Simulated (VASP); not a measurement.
A run of VASP 6.6.1:

INCAR

```
  PREC = Accurate
  ENCUT = 520
  EDIFF = 1E-7
  ISMEAR = 1
  SIGMA = 0.1
  LREAL = F
  LASPH = T
  NELM = 100
  ALGO = Normal
  ISIF = 2
  LWAVE = F
  LCHARG = F
  GGA = CA
  NBANDS = 26
```

KPOINTS

```
Automatic mesh
0
Gamma
  3 3 3
```

The input POSCAR:

```
K3Ba
1.0
    0.0000000000      5.2436290000      5.2436290000
    5.2436290000      0.0000000000      5.2436290000
    5.2436290000      5.2436290000      0.0000000000
K Ba
3 1
Direct
    0.2500000000      0.2500000000      0.2500000000
    0.7500000000      0.7500000000      0.7500000000
    0.5000000000      0.5000000000      0.5000000000
    0.0000000000      0.0000000000      0.0000000000
```

Potentials or basis: VASP PAW LDA potentials, release 64 (K_sv, Ba_sv).

The run is started by

```console
$ cat potpaw_LDA.64/K_sv/POTCAR potpaw_LDA.64/Ba_sv/POTCAR > POTCAR
$ mpirun -np 1 vasp_std > vasp.out
```

Hardware: 1 thread of AMD EPYC 7R43 64-Core Processor (Zen 3), on a shared host.

Problem. Estimate the wall time of this run.

Solution. It took 56 s on 1 thread of AMD EPYC 7R43 64-Core Processor (Zen 3), with other jobs on the host, peak memory 0.28 GiB. Counts: scf iterations 13, k points 4.
